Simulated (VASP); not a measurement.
Write the native input for VASP 6.6.1 that does the following.

| Item | Value |
| --- | --- |
| Task | single point |
| Functional | PBE |
| Potentials or basis | VASP PAW PBE potentials, release 64 (Ni) |
| Cutoff | 520 eV |
| k mesh | 13 × 13 × 13 |
| Occupations | gaussian, width 0.1 eV |
| Spin | collinear spin, ferromagnetic start |
| Starting moments | [0.06, 0.06] μB |
| Hubbard terms | Ni d U = 6.2 eV |
| Dipole correction | no |
| Further INCAR settings | ALGO = Normal; EDIFF = 1e-06; NBANDS = 21 |

The structure of Ni lies in POSCAR:

```
Ni
1.0
    3.5422000000      1.7711000000      1.7711000000
    1.7711000000      3.5422000000      1.7711000000
    1.7711000000      1.7711000000      3.5422000000
Ni
2
Direct
    0.0000000000      0.0000000000      0.0000000000
    0.5000000000      0.5000000000      0.5000000000
```

The input as run:

INCAR

```
SYSTEM = Ni
ALGO = Normal
EDIFF = 1E-6
ENCUT = 520
GGA = PE
ISIF = 2
ISMEAR = 0
ISPIN = 2
LASPH = .True.
LCHARG = .False.
LDAU = .True.
LDAUJ = 0
LDAUL = 2
LDAUPRINT = 1
LDAUTYPE = 2
LDAUU = 6.2
LMAXMIX = 4
LORBIT = 11
LREAL = .False.
LWAVE = .False.
MAGMOM = 0.06 0.06
NBANDS = 21
NELM = 150
PREC = Accurate
SIGMA = 0.1
```

KPOINTS

```
k-points
0
Gamma
  13 13 13
  0 0 0
```

Potentials or basis: VASP PAW PBE potentials, release 64 (Ni).

Launch:

```bash
$ cat potpaw_PBE.64/Ni/POTCAR > POTCAR
$ mpirun -np 1 vasp_std > vasp.out
```

Results of the run:

| Quantity | Value |
| --- | --- |
| Pressure | -11.1 GPa |
| Net moment | 1.63 μB per cell |
| Site moments | Ni +0.86 μB |
| Valence electrons inside the program's atomic spheres | Ni 9.41 |

Caveat: the U is typed as a test and isn't derived for this compound.

Run time: 4 min on 1 thread of Intel(R) Xeon(R) Platinum 8559C (Emerald Rapids) (shared host), peak memory 0.31 GiB.
